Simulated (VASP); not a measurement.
# ScAl3F: single point with PBE

ScAl3F:

```
Sc Al F
1.0
     5.83774    0.00000    0.00000
     0.00000    5.83774    0.00000
     0.00000    0.00000    8.41673
Sc Al F
2 6 2
Direct
  0.00000 0.00000 0.00000
  0.00000 0.00000 0.50000
  0.33627 0.33627 0.50000
  0.66373 0.66373 0.50000
  0.66373 0.33627 0.00000
  0.33627 0.66373 0.00000
  0.50000 0.50000 0.25000
  0.50000 0.50000 0.75000
  0.00000 0.00000 0.25000
  0.00000 0.00000 0.75000
```

The cell was built from a structure type or drawn by symmetry, and may not be a known phase.

* Program: VASP 6.6.1
* Task: single point
* Functional: PBE
* Potentials or basis: VASP PAW PBE potentials, release 64 (Sc_sv, Al, F)
* Cutoff: 520 eV
* k mesh: 6 × 6 × 6
* Occupations: gaussian, width 0.1 eV
* Spin: no spin polarisation

The pressure is 0.0 GPa. The largest force is 0.013 eV/Å. The band gap on the k mesh is zero (bands 27 and 28 overlap by 0.96 eV).

Forces on the atoms (eV/Å):
```
Sc   0.000  0.000  0.000
Sc   0.000  0.000  0.000
Al   0.009  0.009  0.000
Al  -0.009 -0.009  0.000
Al  -0.009  0.009  0.000
Al   0.009 -0.009  0.000
Al   0.000  0.000  0.000
Al   0.000  0.000  0.000
F    0.000  0.000  0.000
F    0.000  0.000  0.000
```

Stress tensor (GPa, compression positive):
```
-0.03  0.00  0.00
 0.00 -0.03  0.00
 0.00  0.00  0.21
```

Levels at points of the mesh, in eV from the Fermi level:
```csv
k point,band 23,band 24,band 25,band 26,band 27,band 28,band 29,band 30,band 31,band 32
"(0.00, 0.00, 0.00)",-1.68,-0.70,-0.64,-0.16,-0.05,-0.05,0.15,0.15,0.51,0.56
"(0.50, 0.00, 0.00)",-0.75,-0.73,-0.69,-0.57,-0.27,0.07,0.50,0.55,0.86,0.91
"(0.50, 0.50, 0.00)",-1.71,-1.23,-1.23,-0.62,-0.53,-0.53,0.61,0.68,0.71,0.79
"(0.00, 0.00, 0.50)",-1.81,-1.81,-0.72,-0.72,-0.41,-0.41,0.50,0.50,1.01,1.01
"(0.50, 0.00, 0.50)",-1.36,-1.36,-0.38,-0.38,0.40,0.40,0.52,0.52,0.83,0.83
"(0.50, 0.50, 0.50)",-1.73,-1.73,-1.71,-1.71,0.41,0.41,0.64,0.64,0.72,0.72
```

It took 17 min on 1 thread of Intel(R) Xeon(R) Platinum 8259CL CPU @ 2.50GHz (Skylake/Cascade Lake) (shared host), peak memory 0.61 GiB.
